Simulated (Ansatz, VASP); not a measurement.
# Two plane-wave programs on HoN

```xyz
8
Lattice="11.2600 0.0000 0.0000 0.0000 11.2600 0.0000 0.0000 0.0000 11.2600" Properties=species:S:1:pos:R:3 pbc="T T T"
Ho    6.7561    6.7561    6.7561
Ho    6.7561    4.5000    4.5000
Ho    4.5000    6.7561    4.5000
Ho    4.5000    4.5000    6.7561
N     6.6636    6.6636    4.5925
N     6.6636    4.5925    6.6636
N     4.5925    6.6636    6.6636
N     4.5925    4.5925    4.5925
```

Alike in both runs: task single point; functional PBE; k mesh 1 × 1 × 1; occupations gaussian, width 0.01 eV; collinear spin.

```csv
,VASP,Ansatz
version,VASP 6.6.1,Ansatz 0.2.0
potentials or method,"VASP PAW PBE potentials, release 64 (Ho, N), cutoff 520 eV","scalar-relativistic, plane waves, PAW"
valence electrons in the cell,104,104
```

|  | VASP | Ansatz | Ansatz less VASP |
| --- | --- | --- | --- |
| gap on the k mesh at the Fermi level (eV) | 0.88 | 0.90 | +0.016 |
| rms of the force components (eV/Å) | 0.266 | 0.331 | +0.0650 |
| net moment per atom (μB) | 2.00 | 2.00 | 0.000 |
| size of the moment on the site where the two differ most (μB) | 3.79 | 3.77 | -0.022 |

Site moments also hang on the region over which each program counts them. Atom by atom the forces differ by 0.066 eV/Å (rms over components). The functional is the same, so the differences come from potentials, cutoffs and numerics. Ansatz's warnings: structure snapped to symmetry, symmetry narrowed by open shell.

Spin-orbit coupling is off throughout. Noted on VASP's run: the magnetic or orbital state may not be the lowest.
